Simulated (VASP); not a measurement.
# GaP in VASP: single point with PBE

Aim: the single point of GaP with PBE.

All numbers are computed with VASP 6.6.1; they aren't measurements. Logs are shortened: lines on timing, memory, paths and dates and some standing lists are left out, and cuts for length are marked.

## Step 1: The cell of the first run

The cell holds a wire or tube with vacuum around it, 8 atoms: a = 11.200 Å, b = 13.200 Å, c = 7.982 Å, α = 90.00°, β = 90.00°, γ = 90.00°.

## Step 2: Single point, PBE, collinear spin

INCAR

```
SYSTEM = GaP
  PREC = Accurate
  ENCUT = 520
  EDIFF = 1E-6
  ISMEAR = 0
  SIGMA = 0.05
  LREAL = .False.
  LASPH = .True.
  NELM = 150
  ALGO = Normal
  ISIF = 2
  LWAVE = .False.
  LCHARG = .False.
  ISPIN = 2
  MAGMOM = 0.3 0.3 0.3 0.3 0.3 0.3 0.3 0.3
  LORBIT = 11
  GGA = PE
  NBANDS = 50
```

KPOINTS

```
regular mesh
0
Gamma
  1 1 4
  0 0 0
```

POSCAR

```
GaP
1.0
   11.2000000000      0.0000000000      0.0000000000
    0.0000000000     13.2000000000      0.0000000000
    0.0000000000      0.0000000000      7.9818919652
Ga P
4 4
Direct
    0.4808970455      0.5000000000     -0.0296668232
    0.4460335294      0.5000000000      0.3517407688
    0.5703880131      0.6134442028      0.6289777620
    0.5703880131      0.3865557972      0.6289777620
    0.4784630108      0.3295676200      0.4116707627
    0.4784630108      0.6704323800      0.4116707627
    0.3191830347      0.5000000000      0.1124076162
    0.6561843426      0.5000000000      0.8175547221
```

Potentials or basis: VASP PAW PBE potentials, release 64 (Ga_d, P).

The run is started by

```sh
$ cat potpaw_PBE.64/Ga_d/POTCAR potpaw_PBE.64/P/POTCAR > POTCAR
$ mpirun -np 1 vasp_std > vasp.out
```

OUTCAR:

```text
SYSTEM = GaP
   PREC = Accurate
   ENCUT = 520
   EDIFF = 1E-6
   ISMEAR = 0
   LREAL = .False.
   LASPH = .True.
   NELM = 150
   ISIF = 2
   ISPIN = 2
   LORBIT = 11
   GGA = PE

 ion  position               nearest neighbor table
   1  0.481  0.500  0.970-   7 2.14   8 2.31
   2  0.446  0.500  0.352-   5 2.33   6 2.33   7 2.38
   3  0.570  0.613  0.629-   6 2.15   8 2.33
   4  0.570  0.387  0.629-   5 2.15   8 2.33
   5  0.478  0.330  0.412-   4 2.15   2 2.33
   6  0.478  0.670  0.412-   3 2.15   2 2.33
   7  0.319  0.500  0.112-   1 2.14   2 2.38
   8  0.656  0.500  0.818-   1 2.31   3 2.33   4 2.33

  LATTYP: Found a simple orthorhombic cell.
 ALAT       =     7.9818919652
 B/A-ratio  =     1.4031760952
 C/A-ratio  =     1.6537432551

  Lattice vectors:

 A1 = (   0.0000000000,   0.0000000000,   7.9818919652)
 A2 = (  11.2000000000,   0.0000000000,   0.0000000000)
 A3 = (   0.0000000000,  13.2000000000,   0.0000000000)

Analysis of symmetry for initial positions (statically):
=====================================================================
 Subroutine PRICEL returns:
 Original cell was already a primitive cell.

 Routine SETGRP: Setting up the symmetry group for a
 simple orthorhombic supercell.

 Subroutine GETGRP returns: Found  2 space group operations
 (whereof  2 operations were pure point group operations)
 out of a pool of  8 trial point group operations.

The static configuration has the point symmetry C_1h.

Analysis of symmetry for dynamics (positions and initial velocities):
=====================================================================
 Subroutine PRICEL returns:
 Original cell was already a primitive cell.

 Routine SETGRP: Setting up the symmetry group for a
 simple orthorhombic supercell.

 Subroutine GETGRP returns: Found  2 space group operations
 (whereof  2 operations were pure point group operations)
 out of a pool of  8 trial point group operations.

The dynamic configuration has the point symmetry C_1h.

Analysis of structural, dynamic, and magnetic symmetry:
=====================================================================
 Subroutine PRICEL returns:
 Original cell was already a primitive cell.

 Routine SETGRP: Setting up the symmetry group for a
 simple orthorhombic supercell.

 Subroutine GETGRP returns: Found  2 space group operations
 (whereof  2 operations were pure point group operations)
 out of a pool of  8 trial point group operations.
[... 135 lines left out ...]
  ---------------------------------------------------
  ext. energy  EPLUGINS =         0.00000000
  ---------------------------------------------------
  free energy    TOTEN  =       -29.36726127 eV

  energy without entropy =      -29.36726127  energy(sigma->0) =      -29.36726127

 E-fermi :  -3.5601     XC(G=0):  -2.4268

 val. band max:       -3.8312009935   @ k =   0.0000   0.0000   0.0000
 cond. band min:      -2.4931846642   @ k =   0.0000   0.0000   0.0000
 fundamental gap:      1.3380163292
 Fermi energy:        -3.5600740226

 spin component 1

 k-point     1 :       0.0000    0.0000    0.0000
  band No.  band energies     occupation
      1     -19.0616      1.00000
      2     -18.9151      1.00000
      3     -18.9080      1.00000
      4     -18.8494      1.00000
      5     -18.8353      1.00000
      6     -18.8229      1.00000
[... 142 lines left out ...]
     47       0.4970      0.00000
     48       1.1974      0.00000
 Fermi energy:        -3.5600740226

 spin component 2

 k-point     1 :       0.0000    0.0000    0.0000
  band No.  band energies     occupation
      1     -19.0616      1.00000
      2     -18.9151      1.00000
      3     -18.9080      1.00000
      4     -18.8494      1.00000
      5     -18.8353      1.00000
      6     -18.8229      1.00000
[... 142 lines left out ...]
     47       0.4970      0.00000
     48       1.1978      0.00000
 [bands above 48 left out]

------------------------ aborting loop because EDIFF is reached ----------------------------------------

  FORCE on cell =-STRESS in cart. coord.  units (eV):
  Direction    XX          YY          ZZ          XY          YZ          ZX
  --------------------------------------------------------------------------------------
  -------------------------------------------------------------------------------------
  Total       -0.1861401     -0.0254693     -0.1889835      0.0000000      0.0000000      0.0066496
  in kB       -0.2527277     -0.0345804     -0.2565882      0.0000000      0.0000000      0.0090284
  external PRESSURE =      -0.1812988 kB  Pullay stress =       0.0000000 kB

 VOLUME and BASIS-vectors are now :
 -----------------------------------------------------------------------------
  energy-cutoff  :      520.00
  volume of cell :     1180.04
      direct lattice vectors                 reciprocal lattice vectors
    11.200000000  0.000000000  0.000000000     0.089285714  0.000000000  0.000000000
     0.000000000 13.200000000  0.000000000     0.000000000  0.075757576  0.000000000
     0.000000000  0.000000000  7.981891965     0.000000000  0.000000000  0.125283580

 POSITION                                       TOTAL-FORCE (eV/Angst)
 -----------------------------------------------------------------------------------
      5.38605      6.60000      7.74509        -0.041442      0.000000      0.024977
      4.99558      6.60000      2.80756        -0.000116      0.000000      0.009353
      6.38835      8.09746      5.02043        -0.018248      0.022291     -0.034269
      6.38835      5.10254      5.02043        -0.018248     -0.022291     -0.034269
      5.35879      4.35029      3.28591         0.020122      0.023185      0.033102
      5.35879      8.84971      3.28591         0.020122     -0.023185      0.033102
      3.57485      6.60000      0.89723         0.047423      0.000000     -0.036533
      7.34926      6.60000      6.52563        -0.009613      0.000000      0.004538
 -----------------------------------------------------------------------------------
    total drift:                                0.001797      0.000000      0.001087

  FREE ENERGIE OF THE ION-ELECTRON SYSTEM (eV)
  ---------------------------------------------------
  free  energy   TOTEN  =       -29.3672612665 eV

  energy  without entropy=      -29.3672612665  energy(sigma->0) =      -29.36726127

 total charge

# of ion       s       p       d       tot
------------------------------------------
    1        0.987   0.707   9.963  11.657
    2        0.898   0.755   9.989  11.642
    3        1.005   0.684   9.967  11.656
    4        1.005   0.684   9.967  11.656
    5        1.106   1.355   0.000   2.461
    6        1.106   1.355   0.000   2.461
    7        1.096   1.368   0.000   2.464
    8        1.087   1.392   0.000   2.479
--------------------------------------------------
tot          8.292   8.299  39.886  56.477

 magnetization (x)

# of ion       s       p       d       tot
------------------------------------------
    1       -0.000  -0.000   0.000  -0.000
    2       -0.000   0.000   0.000   0.000
    3       -0.000  -0.000   0.000  -0.000
    4       -0.000  -0.000   0.000  -0.000
    5        0.000   0.000   0.000   0.000
    6        0.000   0.000   0.000   0.000
    7        0.000   0.000   0.000   0.000
    8        0.000   0.000   0.000   0.000
--------------------------------------------------
tot          0.000   0.000   0.000   0.000
```

OSZICAR:

```text
N       E                     dE             d eps       ncg     rms          rms(c)
DAV:   1     0.408736842864E+03    0.40874E+03   -0.27289E+04   744   0.107E+03
[... 18 lines left out ...]
DAV:  20    -0.293670322079E+02   -0.11395E-03   -0.80699E-06   600   0.895E-03    0.275E-03
DAV:  21    -0.293672001848E+02   -0.16798E-03   -0.18842E-05   500   0.911E-03    0.203E-03
DAV:  22    -0.293672387295E+02   -0.38545E-04   -0.48776E-06   568   0.651E-03    0.109E-03
DAV:  23    -0.293672481637E+02   -0.94342E-05   -0.75934E-07   536   0.377E-03    0.645E-04
DAV:  24    -0.293672592207E+02   -0.11057E-04   -0.14851E-06   482   0.368E-03    0.296E-04
DAV:  25    -0.293672603062E+02   -0.10855E-05   -0.16539E-07   528   0.205E-03    0.206E-04
DAV:  26    -0.293672612665E+02   -0.96033E-06   -0.75017E-08   444   0.128E-03
   1 F= -.29367261E+02 E0= -.29367261E+02  d E =-.119767E-14  mag=    -0.0000
```

stdout:

```text
POSCAR found type information on POSCAR GaP
 POSCAR found :  2 types and       8 ions
 scaLAPACK will be used
 LDA part: xc-table for (Slater+PW92), standard interpolation
 POSCAR, INCAR and KPOINTS ok, starting setup
 FFT: planning ... GRIDC
 FFT: planning ... GRID_SOFT
 FFT: planning ... GRID
 WAVECAR not read
 entering main loop
```

It took 28 min on 1 thread of Intel Xeon 8259CL, shared host; peak memory 1.4 GiB.

What came out:

```yaml
Free_energy: -29.3673 eV
Largest_force: 0.060 eV/Å
Band_gap_on_the_k_mesh: 1.34 eV
Net_moment: 0.00 μB per cell
Valence_electrons_inside_the_program's_atomic_spheres: Ga 11.66, 11.64 (each value once); P 2.46, 2.48 (each value once)
```

Forces on the atoms (eV/Å):
```
Ga  -0.041  0.000  0.025
Ga   0.000  0.000  0.009
Ga  -0.018  0.022 -0.034
Ga  -0.018 -0.022 -0.034
P    0.020  0.023  0.033
P    0.020 -0.023  0.033
P    0.047  0.000 -0.037
P   -0.010  0.000  0.005
```
